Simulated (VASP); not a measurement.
Runs of VASP 6.6.1 on Si2W. The structure is that of space group I4/mmm (No. 139), or close to it. The cells are those of the table. 

```csv
cell,gap on the mesh (eV),pressure (GPa),largest force (eV/Å)
"a = 4.388 Å, angles 135.4, 135.4, 64.9°, 3 atoms",none,22.9,10.05
"a = 4.714 Å, angles 141.1, 141.1, 56.2°, 3 atoms",none,-1.1,1.25
"a = 4.798 Å, angles 142.3, 142.3, 54.4°, 3 atoms",none,22.1,5.11
"a = 4.310 Å, angles 133.8, 133.8, 67.4°, 3 atoms",none,26.7,(c)
"a = 4.631 Å, angles 139.8, 139.8, 58.2°, 3 atoms",none,(b),(a)
"a = 4.548 Å, angles 138.4, 138.4, 60.3°, 3 atoms",none,6.7,4.28
```

Alike in all rows: task single point; level PBE; potentials or basis VASP PAW PBE potentials, release 64 (Si, W_sv); no spin polarisation; k mesh 18 × 18 × 18; cutoff (eV) 520; smearing gaussian 0.15 eV.

**Question.** Estimate the missing entries.

**Answer.** (a) 6.70; (b) 19.5; (c) 11.31.

Caveats: spin-orbit coupling is left out, which moves the levels of the heavy elements; forces of over 1 eV/Å act on the atoms, so gaps and moduli don't describe the material at rest.

A k mesh can miss the band edges, and the runs leave out spin-orbit coupling on W.

A gap of «none» marks levels without a gap at the run's occupations.
